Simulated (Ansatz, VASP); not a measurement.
One calculation of PbO, two programs

```
Pb O
1.0
     3.17937    0.00000    0.00000
     0.00000    3.17937    0.00000
     0.00000    0.00000    3.17937
Pb O
1 1
Direct
  0.00000 0.00000 0.00000
  0.50000 0.50000 0.50000
```

Alike in both runs: task single point; functional PBEsol; k mesh 6 × 6 × 6; occupations gaussian, width 0.001 eV; no spin polarisation.

|  | VASP | Ansatz |
| --- | --- | --- |
| version | VASP 6.6.1 | Ansatz 0.2.0 |
| potentials or method | VASP PAW PBE potentials, release 64 (Pb_d, O) | plane waves |
| plane-wave cutoff (eV) | 600 | 420 |
| valence electrons in the cell | 20 | 20 |

```csv
,VASP,Ansatz,Ansatz less VASP
gap on the k mesh at the Fermi level (eV),0.65,0.65,+0.003
pressure (GPa),-2.2,-2.1,+0.07
```

VASP's potentials were made for PBE, not for PBEsol. The functional is the same, so the differences come from potentials, cutoffs and numerics.

Neither program's run includes spin-orbit coupling.
